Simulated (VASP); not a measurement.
Crystal: Sr2C.

```
CELL_PARAMETERS angstrom
0.00000 3.37009 3.37009
3.37009 0.00000 3.37009
3.37009 3.37009 0.00000
ATOMIC_POSITIONS crystal
C 0.00000 0.00000 0.00000
Sr 0.25000 0.25000 0.25000
Sr 0.75000 0.75000 0.75000
```

- Program: VASP 6.6.1
- Task: relaxation of cell and atoms
- Functional: LDA
- Potentials or basis: VASP PAW LDA potentials, release 64 (C, Sr_sv)
- Cutoff: 600 eV
- k mesh: 6 × 6 × 6
- Occupations: fermi-dirac, width 0.02 eV
- Spin: no spin polarisation

At the start: pressure -3.5 GPa; volume 25.52 Å³/atom.

Question: How do energy, volume and symmetry change on relaxing?

Answer: Over 3 steps the energy falls by 27.9 meV/atom and the volume is 23.20 Å³/atom (-9.1 %); space group Fm-3m (No. 225, to 0.1 Å) before and after.

Step by step:
```
step  energy change (eV)  largest force (eV/Å)  pressure (GPa)  volume (Å³)
   1              0.0000                0.0000           -3.54        76.55
   2             -0.0822                0.0000           -0.57        70.47
   3             -0.0838                0.0000           -0.02        69.61
```

Final structure:
```
CELL_PARAMETERS angstrom
0.00000 3.26498 3.26498
3.26498 0.00000 3.26498
3.26498 3.26498 0.00000
ATOMIC_POSITIONS crystal
C 0.00000 0.00000 0.00000
Sr 0.25000 0.25000 0.25000
Sr 0.75000 0.75000 0.75000
```
